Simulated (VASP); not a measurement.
# Ta2N: single point with LDA

The system is Ta2N.

```
CELL_PARAMETERS angstrom
3.17132 0.00000 0.00000
-1.58566 2.74644 0.00000
0.00000 0.00000 4.70021
ATOMIC_POSITIONS crystal
Ta 0.66667 0.33333 0.74669
Ta 0.33333 0.66667 0.25331
N 0.00000 0.00000 0.00000
```

```yaml
Program: VASP 6.6.1
Task: single point
Functional: LDA
Potentials_or_basis: VASP PAW LDA potentials, release 64 (Ta_pv, N)
Cutoff: 520 eV
k_mesh: 18 × 18 × 10
Occupations: gaussian, width 0.15 eV
Spin: no spin polarisation
Dipole_correction: no
Further_INCAR_settings: ALGO = Normal; EDIFF = 1e-06; NBANDS = 20
```

The pressure is -13.0 GPa, the largest force is 0.627 eV/Å and the band gap on the k mesh is zero (an odd number of electrons rules out a gap without spin polarisation).

Forces on the atoms (eV/Å):
```
Ta   0.000  0.000  0.627
Ta   0.000  0.000 -0.627
N    0.000  0.000  0.000
```

Stress tensor (GPa, compression positive):
```
-16.85   0.00   0.00
  0.00 -16.85   0.00
  0.00   0.00  -5.25
```

Levels at points of the mesh, in eV from the Fermi level:
| k point | band 9 | band 10 | band 11 | band 12 | band 13 | band 14 | band 15 | band 16 | band 17 | band 18 |
| --- | --- | --- | --- | --- | --- | --- | --- | --- | --- | --- |
| (0.00, 0.00, 0.00) | -6.19 | -6.19 | -4.61 | -0.21 | -0.21 | -0.13 | -0.07 | -0.07 | 0.43 | 1.23 |
| (0.50, 0.00, 0.00) | -6.40 | -6.17 | -4.43 | -2.58 | -1.33 | 1.49 | 2.44 | 3.48 | 3.82 | 3.96 |
| (0.00, 0.00, 0.50) | -6.40 | -6.40 | -2.32 | -2.25 | -1.33 | -1.33 | 1.89 | 2.07 | 2.35 | 2.35 |
| (0.50, 0.00, 0.50) | -6.37 | -6.10 | -3.02 | -2.05 | -2.02 | 0.15 | 0.60 | 2.82 | 3.13 | 3.69 |

Wall time 76 s on 1 thread of Intel(R) Xeon(R) 6975P-C (Granite Rapids), on a shared host, peak memory 0.33 GiB.

Caveat: the cell stands under tension; spin-orbit coupling is left out, which moves the levels of the heavy elements.
